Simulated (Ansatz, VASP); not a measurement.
# Two plane-wave programs on PbO2

```
Pb O
1.0
    -1.74549   -3.02445    0.00050
     1.74510    1.00744    3.90122
    -5.23815    3.02543   -0.00022
Pb O
2 4
Direct
  0.75004 0.50008 0.25001
  0.24996 0.49992 0.74999
  0.12407 0.24800 0.37466
  0.62406 0.24799 0.87469
  0.37594 0.75201 0.12531
  0.87593 0.75200 0.62534
```

Change from the starting cell: cell x2, atoms moved at random (sigma 0.05 Å) and cell strained at random (1.5 %), then relaxed without symmetry.

Alike in both runs: functional PBE; dispersion D3(BJ); k mesh 6 × 6 × 4; occupations gaussian, width 0.2 eV; no spin polarisation.

Ansatz relaxed the structure, and its values are those at the end. VASP's run is a single point on that final structure, the one shown.

|  | VASP | Ansatz |
| --- | --- | --- |
| version | VASP 6.6.1 | Ansatz 0.2.0 |
| potentials or method | VASP PAW PBE potentials, release 64 (Pb_d, O), cutoff 520 eV | scalar-relativistic, plane waves, PAW |
| valence electrons in the cell | 52 | 52 |

VASP gave:

```
gap on the k mesh at the Fermi level (eV) : none
pressure (GPa)                            : 0.3
rms of the force components (eV/Å)        : 0.014
```

Question: Which values does Ansatz return?

Answer: gap on the k mesh at the Fermi level (eV): none; pressure (GPa): 0.0; rms of the force components (eV/Å): 0.000.

A gap of «none» marks a metal or a gap that the smearing closes.

Neither program's run includes spin-orbit coupling.
